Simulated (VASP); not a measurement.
Here is a VASP 6.6.1 calculation.

File INCAR:

```
SYSTEM = WS2
PREC = Accurate
ENCUT = 520
EDIFF = 1E-7
ISMEAR = 0
SIGMA = 0.05
LREAL = .FALSE.
LASPH = .TRUE.
NELM = 100
ALGO = Normal
ISIF = 2
LWAVE = .FALSE.
LCHARG = .FALSE.
LDIPOL = .TRUE.
IDIPOL = 3
DIPOL = 0.5 0.5 0.398
GGA = PE
IVDW = 12
NBANDS = 35
```

The input KPOINTS:

```
regular mesh
0
G
  9 9 1
  0 0 0
```

POSCAR

```
WS2
1.0
    3.1595456749      0.0000000000      0.0000000000
   -1.5797728375      2.7362468188      0.0000000000
    0.0000000000      0.0000000000     23.8042574588
S W
4 2
Direct
    0.3333333333      0.6666666667      0.1890418135
    0.3333333333      0.6666666667      0.3214605094
    0.3333333333      1.1666666667      0.4743743319
    0.3333333333      1.1666666667      0.6067930278
    0.6666666667      0.3333333333      0.2552511583
    0.6666666667      0.8333333333      0.5405836767
```

Potentials or basis: VASP PAW PBE potentials, release 64 (S, W_sv).

Run with:

```sh
$ cat potpaw_PBE.64/S/POTCAR potpaw_PBE.64/W_sv/POTCAR > POTCAR
$ mpirun -np 1 vasp_std > vasp.out
```

(1) Predict the dispersion energy per atom.

(2) What does it give for the band gap on the k mesh?

Results:

(1) -0.347 eV.

(2) 1.82 eV, indirect (least direct gap 1.92 eV).

Caveat: spin-orbit coupling is left out, which moves the levels of the heavy elements.
